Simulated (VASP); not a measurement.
Na: single point with PBE

Crystal: Na.

```
CELL_PARAMETERS angstrom
2.82002 0.00000 0.00000
-1.41001 2.44221 0.00000
0.00000 0.00000 8.96510
ATOMIC_POSITIONS crystal
Na 0.00000 0.00000 0.00000
Na 0.00000 0.00000 0.50000
Na 0.33333 0.66667 0.25000
Na 0.66667 0.33333 0.75000
```

```json
{
  "Program": "VASP 6.6.1",
  "Task": "single point",
  "Functional": "PBE",
  "Potentials or basis": "VASP PAW PBE potentials, release 64 (Na_pv)",
  "Cutoff": "520 eV",
  "k mesh": "10 × 10 × 6",
  "Occupations": "fermi-dirac, width 0.05 eV",
  "Spin": "no spin polarisation"
}
```

The pressure is 35.1 GPa and the band gap on the k mesh is zero (band 14 reaches 6.62 eV, above the bottom of band 15 at 0.93 eV).

Levels at points of the mesh, in eV from the Fermi level:
```tsv
k point	band 10	band 11	band 12	band 13	band 14	band 15	band 16	band 17	band 18	band 19
(0.00, 0.00, 0.00)	-25.13	-25.13	-25.12	-5.72	-3.72	-3.72	1.05	2.08	9.33	9.37
(0.50, 0.00, 0.00)	-25.25	-25.21	-25.19	0.22	0.52	1.60	2.13	2.26	2.54	5.56
(0.00, 0.00, 0.50)	-25.14	-25.14	-25.14	-5.20	-5.20	-1.45	-1.45	5.19	5.19	14.02
(0.50, 0.00, 0.50)	-25.24	-25.21	-25.21	0.52	0.52	1.15	1.15	3.77	3.77	4.35
```

It took 84 s on 1 thread of AMD EPYC 9755 128-Core Processor, on a shared host, peak memory 0.17 GiB.
